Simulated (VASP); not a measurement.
# Si3O in VASP: single point with PBEsol

Aim: the single point of Si3O with PBEsol.

All numbers are computed with VASP 6.6.1; they aren't measurements. Logs are shortened: lines on timing, memory, paths and dates and some standing lists are left out, and cuts for length are marked.

## Step 1: The cell of the first run

The cell holds a slab with vacuum, 8 atoms: a = 3.842 Å, b = 3.842 Å, c = 26.441 Å, α = 90.00°, β = 90.00°, γ = 90.00°.

## Step 2: Single point, PBEsol, collinear spin

The input, INCAR:

```
SYSTEM = Si3O
  PREC = Accurate
  ENCUT = 520
  EDIFF = 1E-6
  ISMEAR = 0
  SIGMA = 0.05
  LREAL = .False.
  LASPH = .True.
  NELM = 150
  ALGO = Normal
  ISIF = 2
  LWAVE = .False.
  LCHARG = .True.
  ISPIN = 2
  MAGMOM = 0 0 0 0 0 0 2 0
  LORBIT = 11
  LDIPOL = .True.
  IDIPOL = 3
  DIPOL = 0.5 0.5 0.489
  GGA = PS
  LVHAR = .True.
  LVACPOTAV = .True.
  NBANDS = 32
  KPAR = 4
```

The input, KPOINTS:

```
regular mesh
0
Gamma
  8 8 1
  0 0 0
```

The input, POSCAR:

```
Si3O
1.0
    3.8417168283      0.0000000000      0.0000000000
    0.0000000000      3.8417168283      0.0000000000
    0.0000000000      0.0000000000     26.4412600517
Si O
6 2
Direct
    0.0000000000      0.5000000000      0.3214672819
    0.0000000000      0.0000000000      0.3728359386
    0.5000000000      0.0000000000      0.4242045953
    0.5047848968      0.5002488682      0.4752859458
    0.0040092069      0.4944429658      0.5263706891
   -0.0130781535     -0.0077052675      0.5769331483
    0.5985504909      0.1490807171      0.5967944035
    0.3088134087     -0.0674417472      0.6199972667
```

Potentials or basis: VASP PAW PBE potentials, release 64 (Si, O).

On the command line:

```
$ cat potpaw_PBE.64/Si/POTCAR potpaw_PBE.64/O/POTCAR > POTCAR
$ mpirun -np 4 vasp_std > vasp.out
```

OUTCAR:

```text
SYSTEM = Si3O
   PREC = Accurate
   ENCUT = 520
   EDIFF = 1E-6
   ISMEAR = 0
   LREAL = .False.
   LASPH = .True.
   NELM = 150
   ISIF = 2
   ISPIN = 2
   LORBIT = 11
   GGA = PS

 ion  position               nearest neighbor table
   1  0.000  0.500  0.321-   2 2.35   2 2.35
   2  0.000  0.000  0.373-   1 2.35   3 2.35   1 2.35   3 2.35
   3  0.500  0.000  0.424-   4 2.35   4 2.35   2 2.35   2 2.35
   4  0.505  0.500  0.475-   5 2.35   3 2.35   3 2.35   5 2.35
   5  0.004  0.494  0.526-   6 2.33   4 2.35   6 2.35   4 2.35
   6  0.987  0.992  0.577-   7 1.69   8 1.70   5 2.33   5 2.35   7 2.48
   7  0.599  0.149  0.597-   8 1.52   6 1.69   6 2.48
   8  0.309  0.933  0.620-   7 1.52   6 1.70

  LATTYP: Found a simple tetragonal cell.
 ALAT       =     3.8417168283
 C/A-ratio  =     6.8826676284

  Lattice vectors:

 A1 = (   3.8417168283,   0.0000000000,   0.0000000000)
 A2 = (   0.0000000000,   3.8417168283,   0.0000000000)
 A3 = (   0.0000000000,   0.0000000000,  26.4412600517)

Analysis of symmetry for initial positions (statically):
=====================================================================
 Subroutine PRICEL returns:
 Original cell was already a primitive cell.

 Routine SETGRP: Setting up the symmetry group for a
 simple tetragonal supercell.

 Subroutine GETGRP returns: Found  1 space group operations
 (whereof  1 operations were pure point group operations)
 out of a pool of 16 trial point group operations.

The static configuration has the point symmetry C_1 .

Analysis of symmetry for dynamics (positions and initial velocities):
=====================================================================
 Subroutine PRICEL returns:
 Original cell was already a primitive cell.

 Routine SETGRP: Setting up the symmetry group for a
 simple tetragonal supercell.

 Subroutine GETGRP returns: Found  1 space group operations
 (whereof  1 operations were pure point group operations)
 out of a pool of 16 trial point group operations.

The dynamic configuration has the point symmetry C_1 .

Analysis of structural, dynamic, and magnetic symmetry:
=====================================================================
 Subroutine PRICEL returns:
 Original cell was already a primitive cell.

 Routine SETGRP: Setting up the symmetry group for a
 simple tetragonal supercell.

 Subroutine GETGRP returns: Found  1 space group operations
 (whereof  1 operations were pure point group operations)
 out of a pool of 16 trial point group operations.

The overall configuration has the point symmetry C_1 .

 Subroutine INISYM returns: Found  1 space group operations
 (whereof  1 operations are pure point group operations),
 and found     1 'primitive' translations

----------------------------------------------------------------------------------------

                                     Primitive cell

  volume of cell :     390.2410

  direct lattice vectors                    reciprocal lattice vectors
     3.841716828  0.000000000  0.000000000     0.260300289  0.000000000  0.000000000
     0.000000000  3.841716828  0.000000000     0.000000000  0.260300289  0.000000000
     0.000000000  0.000000000 26.441260052     0.000000000  0.000000000  0.037819680

  length of vectors
     3.841716828  3.841716828 26.441260052     0.260300289  0.260300289  0.037819680

  position of ions in fractional coordinates (direct lattice)
     0.000000000  0.500000000  0.321467282
     0.000000000  0.000000000  0.372835939
     0.500000000  0.000000000  0.424204595
     0.504784897  0.500248868  0.475285946
     0.004009207  0.494442966  0.526370689
     0.986921847  0.992294732  0.576933148
     0.598550491  0.149080717  0.596794403
     0.308813409  0.932558253  0.619997267

  ion indices of the primitive-cell ions
   primitive index   ion index
                 1           1
                 2           2
                 3           3
                 4           4
                 5           5
                 6           6
                 7           7
                 8           8

----------------------------------------------------------------------------------------

 KPOINTS: regular mesh
[... 61 lines left out ...]
   ICHARG =      2    charge: 1-file 2-atom 10-const
   ISPIN  =      2    spin polarized calculation?
   LNONCOLLINEAR =      F non collinear calculations
   LSORBIT =      F    spin-orbit coupling
   LASPH  =      T    aspherical Exc in radial PAW
   ENCUT  =  520.0 eV  38.22 Ry    6.18 a.u.   7.14  7.14 49.16*2*pi/ulx,y,z
   NELM   =    150;   NELMIN=  2; NELMDL= -5     # of ELM steps
   EDIFF  = 0.1E-05   stopping-criterion for ELM
   LREAL  =      F    real-space projection
   EDIFFG = 0.1E-04   stopping-criterion for IOM
   NSW    =      0    number of steps for IOM
   IBRION =     -1    ionic relax: 0-MD 1-quasi-New 2-CG
   NFREE  =      0    steps in history (QN), initial steepest desc. (CG)
   ISIF   =      2    stress and relaxation
   ISYM   =      2    0-nonsym 1-usesym 2-fastsym
   POTIM  = 0.5000    time-step for ionic-motion
   TEBEG  =    0.0;   TEEND  =   0.0 temperature during run
   PSTRESS=    0.0 pullay stress
   NELECT =      36.0000    total number of electrons
   NUPDOWN=      -1.0000    fix difference up-down
   EMIN   =  10.00;   EMAX   =-10.00  energy-range for DOS
   EFERMI =   0.00;   METHOD = LEGACY
   ISMEAR =     0;   SIGMA  =   0.05  broadening in eV -4-tet -1-fermi 0-gaus
   EFERMI_NEDOS =   21; number of points for ismear=-14 and -15
   IALGO  =     38    algorithm
   IMIX   =      4    mixing-type and parameters
     AMIX     =   0.40;   BMIX     =  1.00
     AMIX_MAG =   1.60;   BMIX_MAG =  1.00
  volume/ion in A,a.u.               =      48.78       329.18
  Fermi-wavevector in a.u.,A,eV,Ry     =   0.739715  1.397860  7.444822  0.547179
  Thomas-Fermi vector in A             =   1.833945
   LORBIT       =     11    0 simple, 1 ext, 2 COOP (PROOUT), +10 PAW based schemes
   GGA     = PS    functional components
   LHFCALC =     F    Hartree Fock is set to
   AEXX    =    0.0000 exact exchange contribution
   IVDW    =     0    specifies the selected vdW correction
   LEPSILON=     F    determine dielectric tensor
   LRPA    =     F    only Hartree local field effects (RPA)
 spin polarized calculation
 Gauss-broadening in eV      SIGMA  =   0.05
  energy-cutoff  :      520.00
  volume of cell :      390.24
 maximum number of plane-waves:     10548
 NGX is ok and might be reduce to    30
   NGX = 15   NGY = 15   NGZ = 99

 dipolmoment           0.000000      0.000000     -0.152798 electrons x Angstroem

 number of electron      36.0000003 magnetization      -0.0000187

 number of electron      36.0000003 magnetization       0.0000030

 dipolmoment           0.000000      0.000000      0.068129 electrons x Angstroem

 Free energy of the ion-electron system (eV)
  ---------------------------------------------------
  ext. energy  EPLUGINS =         0.00000000
  ---------------------------------------------------
  free energy    TOTEN  =       -44.81899282 eV

  energy without entropy =      -44.81566856  energy(sigma->0) =      -44.81733069

 E-fermi :  -2.0346     XC(G=0):  -3.9393

 val. band max:       -2.0504889782   @ k =  -0.2500   0.1250   0.0000
 cond. band min:      -1.9253012999   @ k =   0.5000   0.0000   0.0000
 fundamental gap:      0.1251876783
 Fermi energy:        -2.0346285800

 spin component 1

 k-point     1 :       0.0000    0.0000    0.0000
  band No.  band energies     occupation
      1     -24.4196      1.00000
      2     -18.9759      1.00000
      3     -13.3754      1.00000
      4     -12.3307      1.00000
      5     -11.0847      1.00000
      6      -9.5414      1.00000
[... 781 lines left out ...]
     29       4.2242      0.00000
     30       4.4205      0.00000

 [... further k-points ...]

 spin component 2

 k-point     1 :       0.0000    0.0000    0.0000
  band No.  band energies     occupation
      1     -24.4196      1.00000
      2     -18.9759      1.00000
      3     -13.3754      1.00000
      4     -12.3307      1.00000
      5     -11.0847      1.00000
      6      -9.5414      1.00000
[... 781 lines left out ...]
     29       4.2242      0.00000
     30       4.4204      0.00000

 [... further k-points ...]

 [bands above 30 left out]

------------------------ aborting loop because EDIFF is reached ----------------------------------------

  FORCE on cell =-STRESS in cart. coord.  units (eV):
  Direction    XX          YY          ZZ          XY          YZ          ZX
  --------------------------------------------------------------------------------------
  -------------------------------------------------------------------------------------
  Total       -3.4177693      0.7317650     -0.2131312      0.9843937     -0.0393883     -0.0648609
  in kB      -14.0320291      3.0043418     -0.8750338      4.0415371     -0.1617129     -0.2662937
  external PRESSURE =      -3.9675737 kB  Pullay stress =       0.0000000 kB

 VOLUME and BASIS-vectors are now :
 -----------------------------------------------------------------------------
  energy-cutoff  :      520.00
  volume of cell :      390.24
      direct lattice vectors                 reciprocal lattice vectors
     3.841716828  0.000000000  0.000000000     0.260300289  0.000000000  0.000000000
     0.000000000  3.841716828  0.000000000     0.000000000  0.260300289  0.000000000
     0.000000000  0.000000000 26.441260052     0.000000000  0.000000000  0.037819680

 POSITION                                       TOTAL-FORCE (eV/Angst)
 -----------------------------------------------------------------------------------
      0.00000      1.92086      8.50000         0.023426     -0.003208      0.167186
      0.00000      0.00000      9.85825        -0.016352      0.010338     -0.103735
      1.92086      0.00000     11.21650        -0.004815     -0.009384     -0.075912
      1.93924      1.92181     12.56716         0.001265      0.004145     -0.002713
      0.01540      1.89951     13.91790        -0.004652     -0.008164      0.004430
      3.79147      3.81212     15.25484        -0.001723      0.001249     -0.069591
      2.29946      0.57273     15.78000         0.033929      0.079792     -0.030611
      1.18637      3.58262     16.39351        -0.031079     -0.074769      0.110946
 -----------------------------------------------------------------------------------
    total drift:                                0.000267      0.000128     -0.000761

  FREE ENERGIE OF THE ION-ELECTRON SYSTEM (eV)
  ---------------------------------------------------
  free  energy   TOTEN  =       -44.8189928169 eV

  energy  without entropy=      -44.8156685647  energy(sigma->0) =      -44.81733069

 vacuum level on the upper side and lower side of the slab         4.272         3.436

 total charge

# of ion       s       p       d       tot
------------------------------------------
    1        0.858   0.722   0.000   1.580
    2        0.760   0.925   0.000   1.685
    3        0.760   0.913   0.000   1.674
    4        0.755   0.934   0.000   1.689
    5        0.758   0.951   0.000   1.709
    6        0.732   0.902   0.000   1.633
    7        1.588   3.342   0.000   4.931
    8        1.591   3.333   0.000   4.924
--------------------------------------------------
tot          7.802  12.023   0.000  19.825

 magnetization (x)

# of ion       s       p       d       tot
------------------------------------------
    1        0.000   0.000   0.000   0.000
    2        0.000   0.000   0.000   0.000
    3        0.000   0.000   0.000   0.000
    4        0.000   0.000   0.000   0.000
    5        0.000   0.000   0.000   0.000
    6        0.000  -0.000   0.000  -0.000
    7        0.000   0.000   0.000   0.000
    8        0.000   0.000   0.000   0.000
--------------------------------------------------
tot          0.000   0.000   0.000   0.000
```

It took 15 min on 4 MPI ranks of AMD EPYC 7R43 (Zen 3), shared host; peak memory 0.91 GiB.

Results:

```
Free energy                                           : -44.8190 eV
Largest force                                         : 0.169 eV/Å
Band gap on the k mesh                                : zero (filled and empty bands overlap)
Net moment                                            : 0.00 μB per cell
Valence electrons inside the program's atomic spheres : Si 1.58, 1.69, 1.67, 1.71, 1.63 (each value once); O 4.93, 4.92
```

Forces on the atoms (eV/Å):
```
Si   0.023 -0.003  0.167
Si  -0.016  0.010 -0.104
Si  -0.005 -0.009 -0.076
Si   0.001  0.004 -0.003
Si  -0.005 -0.008  0.004
Si  -0.002  0.001 -0.070
O    0.034  0.080 -0.031
O   -0.031 -0.075  0.111
```

Caveat: the PAW data sets were made with another functional, which shifts forces and pressure a little.
